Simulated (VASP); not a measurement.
Crystal: Sb.

```
Sb
1.0
     3.22198    0.00000    0.00000
     0.00000    3.22198    0.00000
     0.00000    0.00000    3.22198
Sb
1
Direct
  0.00000 0.00000 0.00000
```

This isn't the form of Sb at room conditions, which is rhombohedral.

Base run:

```yaml
Program: VASP 6.6.1
Functional: PBE0
Potentials_or_basis: VASP PAW PBE potentials, release 64 (Sb)
Cutoff: 520 eV
k_mesh: 6 × 6 × 6
Occupations: fermi-dirac, width 0.05 eV
Spin: no spin polarisation
```

Its results: band gap on the k mesh zero (an odd number of electrons rules out a gap without spin polarisation); pressure -6.6 GPa.

The run is repeated on the same cell with these changes: functional from PBE0 to r2SCAN0; k mesh from 6 × 6 × 6 to 4 × 4 × 4. What comes out?

Band gap on the k mesh zero (an odd number of electrons rules out a gap without spin polarisation); pressure -8.9 GPa.

Several settings changed at once.

Caveats: some runs use coarse meshes; the PAW data sets were made with another functional, which shifts forces and pressure a little; spin-orbit coupling is left out, which moves the levels of the heavy elements; the cell stands under tension (at least some runs).
